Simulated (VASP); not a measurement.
# TlCl (Pm-3m) in VASP: a series of runs

Aim: see how the results for TlCl move with the level of theory and the settings. Levels: HSE06, PBE0, r2SCANh. Tasks: single point.

Everything below comes from runs of VASP 6.6.1. Logs are shortened: lines on timing, memory, paths and dates and some standing lists are left out, and cuts for length are marked.

**1. The cell of the first run**

It takes space group Pm-3m (No. 221, cubic). The conventional cell has a = 3.794 Å, b = 3.794 Å, c = 3.794 Å, α = 90.00°, β = 90.00°, γ = 90.00°. Within 4.3 Å of Tl (site symmetry m-3m) lie 8 Cl at 3.29 Å and 6 Tl at 3.79 Å. Cl (site symmetry m-3m) has 8 Tl at 3.29 Å and 6 Cl at 3.79 Å within 4.3 Å.

**2. Single point, HSE06**

POSCAR

```
TlCl
1.0
    3.7936347034      0.0000000000      0.0000000000
    0.0000000000      3.7936347034      0.0000000000
    0.0000000000      0.0000000000      3.7936347034
Tl Cl
1 1
Direct
    0.0000000000      0.0000000000      0.0000000000
    0.5000000000      0.5000000000      0.5000000000
```

INCAR.step1

```
SYSTEM = TlCl
PREC = Accurate ; ENCUT = 400
EDIFF = 1E-5 ; ISMEAR = 0
SIGMA = 0.01 ; LREAL = .FALSE.
LASPH = .TRUE. ; NELM = 120
ALGO = Normal ; ISIF = 2
LWAVE = .TRUE. ; LCHARG = .FALSE.
NBANDS = 17 ; GGA = PE
GGA_COMPAT = .FALSE.
```

INCAR.step2

```
SYSTEM = TlCl
PREC = Accurate ; ENCUT = 400
EDIFF = 1E-6 ; ISMEAR = 0
SIGMA = 0.01 ; LREAL = .FALSE.
LASPH = .TRUE. ; NELM = 120
ALGO = Normal ; ISIF = 2
LWAVE = .FALSE. ; LCHARG = .FALSE.
GGA = PE ; LHFCALC = .TRUE.
HFSCREEN = 0.2079 ; PRECFOCK = Normal
NBANDS = 17 ; ISTART = 1
GGA_COMPAT = .FALSE.
```

KPOINTS

```
Automatic mesh
0
G
  4 4 4
  0 0 0
```

Potentials or basis: VASP PAW PBE potentials, release 64 (Tl_d, Cl).

Run with:

```
$ cat potpaw_PBE.64/Tl_d/POTCAR potpaw_PBE.64/Cl/POTCAR > POTCAR
$ cp INCAR.step1 INCAR
$ mpirun -np 1 vasp_std > vasp.out
$ cp INCAR.step2 INCAR
$ mpirun -np 1 vasp_std > vasp.out
```

OUTCAR:

```text
SYSTEM = TlCl
   PREC = Accurate
   ENCUT = 400
   EDIFF = 1E-6
   ISMEAR = 0
   LREAL = .FALSE.
   LASPH = .TRUE.
   NELM = 120
   ISIF = 2
   GGA = PE
   LHFCALC = .TRUE.
   HFSCREEN = 0.2079
   PRECFOCK = Normal
   ISTART = 1

 ion  position               nearest neighbor table
   1  0.000  0.000  0.000-   2 3.29   2 3.29   2 3.29   2 3.29   2 3.29   2 3.29   2 3.29   2 3.29

   2  0.500  0.500  0.500-   1 3.29   1 3.29   1 3.29   1 3.29   1 3.29   1 3.29   1 3.29   1 3.29

  LATTYP: Found a simple cubic cell.
 ALAT       =     3.7936347034

  Lattice vectors:

 A1 = (   3.7936347034,   0.0000000000,   0.0000000000)
 A2 = (   0.0000000000,   3.7936347034,   0.0000000000)
 A3 = (   0.0000000000,   0.0000000000,   3.7936347034)

Analysis of symmetry for initial positions (statically):
=====================================================================
 Subroutine PRICEL returns:
 Original cell was already a primitive cell.

 Routine SETGRP: Setting up the symmetry group for a
 simple cubic supercell.

 Subroutine GETGRP returns: Found 48 space group operations
 (whereof 48 operations were pure point group operations)
 out of a pool of 48 trial point group operations.

The static configuration has the point symmetry O_h .

Analysis of symmetry for dynamics (positions and initial velocities):
=====================================================================
 Subroutine PRICEL returns:
 Original cell was already a primitive cell.

 Routine SETGRP: Setting up the symmetry group for a
 simple cubic supercell.

 Subroutine GETGRP returns: Found 48 space group operations
 (whereof 48 operations were pure point group operations)
 out of a pool of 48 trial point group operations.

The dynamic configuration has the point symmetry O_h .

 Subroutine INISYM returns: Found 48 space group operations
 (whereof 48 operations are pure point group operations),
 and found     1 'primitive' translations

----------------------------------------------------------------------------------------

                                     Primitive cell

  volume of cell :      54.5967

  direct lattice vectors                    reciprocal lattice vectors
     3.793634703  0.000000000  0.000000000     0.263599444  0.000000000  0.000000000
     0.000000000  3.793634703  0.000000000     0.000000000  0.263599444  0.000000000
     0.000000000  0.000000000  3.793634703     0.000000000  0.000000000  0.263599444

  length of vectors
     3.793634703  3.793634703  3.793634703     0.263599444  0.263599444  0.263599444

  position of ions in fractional coordinates (direct lattice)
     0.000000000  0.000000000  0.000000000
     0.500000000  0.500000000  0.500000000

  ion indices of the primitive-cell ions
   primitive index   ion index
                 1           1
                 2           2

----------------------------------------------------------------------------------------

 KPOINTS: Automatic mesh

Automatic generation of k-mesh.
 Grid dimensions read from file:
 generate k-points for:    4    4    4

 Generating k-lattice:

  Cartesian coordinates                     Fractional coordinates (reciprocal lattice)
     0.065899861  0.000000000  0.000000000     0.250000000  0.000000000  0.000000000
     0.000000000  0.065899861  0.000000000     0.000000000  0.250000000  0.000000000
     0.000000000  0.000000000  0.065899861     0.000000000  0.000000000  0.250000000

  Length of vectors
     0.065899861  0.065899861  0.065899861

  Shift w.r.t. Gamma in fractional coordinates (k-lattice)
     0.000000000  0.000000000  0.000000000

 Subroutine IBZKPT returns following result:
 ===========================================

 Found     10 irreducible k-points:

 Following reciprocal coordinates:
            Coordinates               Weight
  0.000000  0.000000  0.000000      1.000000
  0.250000  0.000000  0.000000      6.000000
  0.500000  0.000000  0.000000      3.000000
  0.250000  0.250000  0.000000     12.000000
  0.500000  0.250000  0.000000     12.000000
  0.500000  0.500000  0.000000      3.000000
  0.250000  0.250000  0.250000      8.000000
  0.500000  0.250000  0.250000     12.000000
  0.500000  0.500000  0.250000      6.000000
  0.500000  0.500000  0.500000      1.000000
   k-points           NKPTS =     10   k-points in BZ     NKDIM =     64   number of bands    NBANDS=     17
   number of dos      NEDOS =    301   number of ions     NIONS =      2
   total plane-waves  NPLWV =  21952
   dimension x,y,z NGX =    28 NGY =   28 NGZ =   28
   dimension x,y,z NGXF=    56 NGYF=   56 NGZF=   56
   ions per type =               1   1
   NGX,Y,Z   is equivalent  to a cutoff of  12.27, 12.27, 12.27 a.u.
   NGXF,Y,Z  is equivalent  to a cutoff of  24.54, 24.54, 24.54 a.u.
 SYSTEM =  TlCl
   PREC   = accura    normal or accurate (medium, high low for compatibility)
   ISTART =      1    job   : 0-new  1-cont  2-samecut
   ICHARG =      0    charge: 1-file 2-atom 10-const
   ISPIN  =      1    spin polarized calculation?
   LNONCOLLINEAR =      F non collinear calculations
   LSORBIT =      F    spin-orbit coupling
   LASPH  =      T    aspherical Exc in radial PAW
   ENCUT  =  400.0 eV  29.40 Ry    5.42 a.u.   6.19  6.19  6.19*2*pi/ulx,y,z
   NELM   =    120;   NELMIN=  2; NELMDL=  0     # of ELM steps
   EDIFF  = 0.1E-05   stopping-criterion for ELM
   LREAL  =      F    real-space projection
   EDIFFG = 0.1E-04   stopping-criterion for IOM
   NSW    =      0    number of steps for IOM
   IBRION =     -1    ionic relax: 0-MD 1-quasi-New 2-CG
   NFREE  =      0    steps in history (QN), initial steepest desc. (CG)
   ISIF   =      2    stress and relaxation
   ISYM   =      3    0-nonsym 1-usesym 2-fastsym
   POTIM  = 0.5000    time-step for ionic-motion
   TEBEG  =    0.0;   TEEND  =   0.0 temperature during run
   PSTRESS=    0.0 pullay stress
   NELECT =      20.0000    total number of electrons
   NUPDOWN=      -1.0000    fix difference up-down
   EMIN   =  10.00;   EMAX   =-10.00  energy-range for DOS
   EFERMI =   0.00;   METHOD = LEGACY
   ISMEAR =     0;   SIGMA  =   0.01  broadening in eV -4-tet -1-fermi 0-gaus
   EFERMI_NEDOS =   21; number of points for ismear=-14 and -15
   IALGO  =     38    algorithm
   IMIX   =      1    mixing-type and parameters
     AMIX     =   0.40;   BMIX     =  1.00
     AMIX_MAG =   1.60;   BMIX_MAG =  1.00
  volume/ion in A,a.u.               =      27.30       184.22
  Fermi-wavevector in a.u.,A,eV,Ry     =   1.171375  2.213578 18.668821  1.372120
  Thomas-Fermi vector in A             =   2.307820
   LORBIT       =      0    0 simple, 1 ext, 2 COOP (PROOUT), +10 PAW based schemes
   GGA     = PE    functional components
   LHFCALC =     T    Hartree Fock is set to
   PRECFOCK=normal    Normal, Fast or Accurate (Low or Medium for compatibility)
   ENCUT4O =  -1.0   cutoff for four orbital integrals eV
   NKREDX  =     1    reduce k-point grid by
   NKREDY  =     1    reduce k-point grid by
   NKREDZ  =     1    reduce k-point grid by
   AEXX    =    0.2500 exact exchange contribution
   HFSCREEN=    0.2079 screening length (either q_TF or 0.3 A-1)
   HFSCREENC=   0.2079 screening length for correlation (either q_TF or 0.3 A-1)
   ENCUTFOCK=  -1.0 apply spherical cutoff to Coloumb kernel
   IVDW    =     0    specifies the selected vdW correction
   LEPSILON=     F    determine dielectric tensor
   LRPA    =     F    only Hartree local field effects (RPA)
 non-spin polarized calculation
 Gauss-broadening in eV      SIGMA  =   0.01
  energy-cutoff  :      400.00
  volume of cell :       54.60
 maximum number of plane-waves:      1021
 NGX is ok and might be reduce to    28
  NGX = 20; NGY = 20; NGZ = 20

 number of electron      20.0000001 magnetization

 Free energy of the ion-electron system (eV)
  ---------------------------------------------------
  ext. energy  EPLUGINS =         0.00000000
  ---------------------------------------------------
  free energy    TOTEN  =        -7.14658198 eV

  energy without entropy =       -7.14658198  energy(sigma->0) =       -7.14658198

 E-fermi :   2.6099     XC(G=0):  -7.7067

 val. band max:        2.5546773947   @ k =   0.5000   0.0000   0.0000
 cond. band min:       5.2955891476   @ k =   0.5000   0.0000   0.0000
 fundamental gap:      2.7409117530
 Fermi energy:         2.6098910734

 k-point     1 :       0.0000    0.0000    0.0000
  band No.  band energies     occupation
      1     -13.0043      2.00000
      2      -8.7401      2.00000
      3      -8.7401      2.00000
      4      -8.4799      2.00000
      5      -8.4799      2.00000
      6      -8.4799      2.00000
[... 9 lines left out ...]
     16      16.6682      0.00000
     17      18.0911      0.00000

 k-point     2 :       0.2500    0.0000    0.0000
  band No.  band energies     occupation
      1     -12.8603      2.00000
      2      -8.7321      2.00000
      3      -8.6443      2.00000
      4      -8.5265      2.00000
      5      -8.5265      2.00000
      6      -8.4757      2.00000
[... 9 lines left out ...]
     16      16.9103      0.00000
     17      18.0490      0.00000

 k-point     3 :       0.5000    0.0000    0.0000
  band No.  band energies     occupation
      1     -12.7054      2.00000
      2      -8.7243      2.00000
      3      -8.5724      2.00000
      4      -8.5724      2.00000
      5      -8.5559      2.00000
      6      -8.4716      2.00000
[... 9 lines left out ...]
     16      17.9600      0.00000
     17      18.0232      0.00000

 k-point     4 :       0.2500    0.2500    0.0000
  band No.  band energies     occupation
      1     -12.7536      2.00000
      2      -8.6840      2.00000
      3      -8.5791      2.00000
      4      -8.5352      2.00000
      5      -8.5227      2.00000
      6      -8.5120      2.00000
[... 9 lines left out ...]
     16      15.6333      0.00000
     17      15.9943      0.00000
[... 63 lines left out ...]
      1     -12.5553      2.00000
      2      -8.6289      2.00000
      3      -8.5651      2.00000
      4      -8.5649      2.00000
      5      -8.5193      2.00000
      6      -8.4622      2.00000
[... 9 lines left out ...]
     16      15.5436      0.00000
     17      19.3712      0.00000

 k-point     9 :       0.5000    0.5000    0.2500
  band No.  band energies     occupation
      1     -12.4647      2.00000
      2      -8.6179      2.00000
      3      -8.6179      2.00000
      4      -8.5855      2.00000
      5      -8.5119      2.00000
      6      -8.3935      2.00000
[... 9 lines left out ...]
     16      16.0291      0.00000
     17      20.2795      0.00000

 k-point    10 :       0.5000    0.5000    0.5000
  band No.  band energies     occupation
      1     -12.3425      2.00000
      2      -8.6881      2.00000
      3      -8.6881      2.00000
      4      -8.6881      2.00000
      5      -8.3910      2.00000
      6      -8.3910      2.00000
[... 9 lines left out ...]
     16      16.8126      0.00000
     17      21.1687      0.00000

------------------------ aborting loop because EDIFF is reached ----------------------------------------

  FORCE on cell =-STRESS in cart. coord.  units (eV):
  Direction    XX          YY          ZZ          XY          YZ          ZX
  --------------------------------------------------------------------------------------
  -------------------------------------------------------------------------------------
  Total        0.6442302      0.6442302      0.6442302     -0.0000000      0.0000000     -0.0000000
  in kB       18.9053685     18.9053685     18.9053685     -0.0000000      0.0000000     -0.0000000
  external PRESSURE =      18.9053685 kB  Pullay stress =       0.0000000 kB

 VOLUME and BASIS-vectors are now :
 -----------------------------------------------------------------------------
  energy-cutoff  :      400.00
  volume of cell :       54.60
      direct lattice vectors                 reciprocal lattice vectors
     3.793634703  0.000000000  0.000000000     0.263599444  0.000000000  0.000000000
     0.000000000  3.793634703  0.000000000     0.000000000  0.263599444  0.000000000
     0.000000000  0.000000000  3.793634703     0.000000000  0.000000000  0.263599444

 POSITION                                       TOTAL-FORCE (eV/Angst)
 -----------------------------------------------------------------------------------
      0.00000      0.00000      0.00000         0.000000      0.000000      0.000000
      1.89682      1.89682      1.89682         0.000000      0.000000      0.000000
 -----------------------------------------------------------------------------------
    total drift:                                0.000013      0.000017      0.000013

  FREE ENERGIE OF THE ION-ELECTRON SYSTEM (eV)
  ---------------------------------------------------
  free  energy   TOTEN  =        -7.1465819759 eV

  energy  without entropy=       -7.1465819759  energy(sigma->0) =       -7.14658198
```

Run time: 3.2 min. Hardware: 1 thread of Intel Xeon 6975P-C (Granite Rapids), shared host; peak memory 0.26 GiB.

What came out:

* Free energy: -7.1466 eV
* Pressure: 1.9 GPa
* Band gap on the k mesh: 2.74 eV, direct

Levels at points of the mesh, in eV from the valence-band top:
| k point | band 7 | band 8 | band 9 | band 10 | band 11 | band 12 | band 13 | band 14 |
| --- | --- | --- | --- | --- | --- | --- | --- | --- |
| (0.00, 0.00, 0.00) | -4.81 | -2.07 | -2.07 | -2.07 | 8.66 | 8.66 | 9.09 | 9.09 |
| (0.50, 0.00, 0.00) | -6.15 | -1.58 | -1.58 | 0.00 | 2.74 | 7.58 | 7.58 | 9.63 |
| (0.50, 0.50, 0.00) | -3.69 | -3.69 | -3.46 | -1.53 | 5.83 | 5.83 | 9.38 | 9.81 |
| (0.50, 0.50, 0.50) | -2.64 | -2.64 | -2.64 | -2.01 | 3.16 | 3.16 | 3.16 | 14.26 |

Caveat: the PAW data sets were made with another functional, which shifts forces and pressure a little; spin-orbit coupling is left out, which moves the levels of the heavy elements. A k mesh can miss the band edges.

(Continued in part 2 of 2.)
